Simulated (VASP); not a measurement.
Crystal: AlH4.

```
Al H
1.0
    -1.73293    1.73293    3.39311
     1.73293   -1.73293    3.39311
     1.73293    1.73293   -3.39311
Al H
1 4
Cartesian
  0.0000 0.0000 0.0000
  0.0000 0.0000 1.6083
  0.0000 0.0000 5.1779
  0.0000 1.7329 0.0000
  1.7329 0.0000 0.0000
```

- Program: VASP 6.6.1
- Task: relaxation of cell and atoms
- Functional: PBE
- Potentials or basis: VASP PAW PBE potentials, release 64 (Al, H)
- Cutoff: 600 eV
- k mesh: 8 × 8 × 8
- Occupations: gaussian, width 0.1 eV
- Spin: no spin polarisation

At the start: pressure 4.6 GPa; volume 8.15 Å³/atom.

Problem. Where does the relaxation end?

Solution. Over 7 steps the energy falls by 8.9 meV/atom and the volume is 8.66 Å³/atom (+6.3 %); space group I4/mmm (No. 139, to 0.05 Å).

The path:
```tsv
step	energy change (eV)	largest force (eV/Å)	pressure (GPa)	volume (Å³)
1	0.0000	0.5218	4.58	40.76
2	-0.0413	0.0004	0.89	42.15
3	-0.0418	0.0637	0.43	42.34
4	-0.0426	0.0592	0.33	42.50
5	-0.0440	0.0462	0.06	42.99
6	-0.0433	0.0176	-0.43	43.97
7	-0.0443	0.0369	-0.12	43.32
```

Final structure:
```
Al H
1.0
    -1.76268    1.76268    3.48593
     1.76268   -1.76268    3.48593
     1.76268    1.76268   -3.48593
Al H
1 4
Cartesian
  0.0000 0.0000 0.0000
  0.0000 0.0000 1.6644
  0.0000 0.0000 5.3074
  0.0000 1.7627 0.0000
  1.7627 0.0000 0.0000
```
